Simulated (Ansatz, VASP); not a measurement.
# One calculation of Pb, two programs

```
CELL_PARAMETERS angstrom
-1.96017 1.96017 1.96017
1.96017 -1.96017 1.96017
1.96017 1.96017 -1.96017
ATOMIC_POSITIONS crystal
Pb 0.00000 0.00000 0.00000
```

Alike in both runs: functional PBEsol; k mesh 10 × 10 × 10; occupations gaussian, width 0.1 eV; no spin polarisation.

Ansatz relaxed the structure, and its values are those at the end. VASP's run is a single point on that final structure, the one shown.

```csv
,VASP,Ansatz
version,VASP 6.6.1,Ansatz 0.2.0
potentials or method,"VASP PAW PBE potentials, release 64 (Pb_d), cutoff 520 eV","scalar-relativistic, plane waves, PAW"
valence electrons in the cell,14,14
```

```tsv
	VASP	Ansatz	Ansatz less VASP
gap on the k mesh at the Fermi level (eV)	none	none	-
pressure (GPa)	-0.3	-0.3	+0.08
```

VASP's potentials were made for PBE, not for PBEsol. A gap of «none» marks a metal or a gap that the smearing closes.

Spin-orbit coupling is off throughout.
